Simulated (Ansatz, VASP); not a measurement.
Zn2Br3: VASP beside Ansatz

```
Zn Br
1.0
     3.92433    0.00000    0.00000
    -1.96216    3.39857    0.00000
     0.00000    0.00000   10.40870
Zn Br
2 3
Direct
  0.33333 0.66667 0.17104
  0.66667 0.33333 0.82896
  0.00000 0.00000 0.00000
  0.33333 0.66667 0.69780
  0.66667 0.33333 0.30220
```

Alike in both runs: functional PBE; k mesh 12 × 12 × 4; occupations gaussian, width 0.1 eV; no spin polarisation.

Ansatz relaxed the structure, and its values are those at the end. VASP's run is a single point on that final structure, the one shown.

|  | VASP | Ansatz |
| --- | --- | --- |
| version | VASP 6.6.1 | Ansatz 0.2.0 |
| potentials or method | VASP PAW PBE potentials, release 64 (Zn, Br), cutoff 520 eV | scalar-relativistic, plane waves, PAW |
| valence electrons in the cell | 45 | 45 |

```csv
,VASP,Ansatz,Ansatz less VASP
gap on the k mesh at the Fermi level (eV),none,none,-
pressure (GPa),0.1,0.0,-0.06
rms of the force components (eV/Å),0.005,0.000,-0.0051
```

A gap of «none» marks a metal or a gap that the smearing closes. The functional is the same, so the differences come from potentials, cutoffs and numerics.
